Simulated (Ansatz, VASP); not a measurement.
# One calculation of Ge5As, two programs

```
Ge As
1.0
     3.10173    1.79079    4.00871
    -3.10173    1.79079    4.00871
     0.00000   -3.58157    4.00871
Ge As
5 1
Direct
  0.33461 0.33461 0.33461
  0.66539 0.66539 0.66539
  0.00000 0.00000 0.50000
  0.50000 0.00000 0.00000
  0.00000 0.50000 0.00000
  0.00000 0.00000 0.00000
```

Alike in both runs: functional PBE; k mesh 3 × 3 × 3; occupations gaussian, width 0.1 eV; no spin polarisation.

Ansatz relaxed the structure, and its values are those at the end. VASP's run is a single point on that final structure, the one shown.

```csv
,VASP,Ansatz
version,VASP 6.6.1,Ansatz 0.2.0
potentials or method,"VASP PAW PBE potentials, release 64 (Ge_d, As), cutoff 520 eV","scalar-relativistic, plane waves, PAW"
valence electrons in the cell,75,85
```

```tsv
	VASP	Ansatz	Ansatz less VASP
gap on the k mesh at the Fermi level (eV)	none	none	-
pressure (GPa)	-0.1	-0.1	-0.05
```

A gap of «none» marks a metal or a gap that the smearing closes. The functional is the same, so the differences come from potentials, cutoffs and numerics. VASP's potentials hold 75 valence electrons a cell and Ansatz's 85, so a difference there can come from the potentials and not from the codes.

The k mesh is coarse, so the values compare programs but aren't converged.
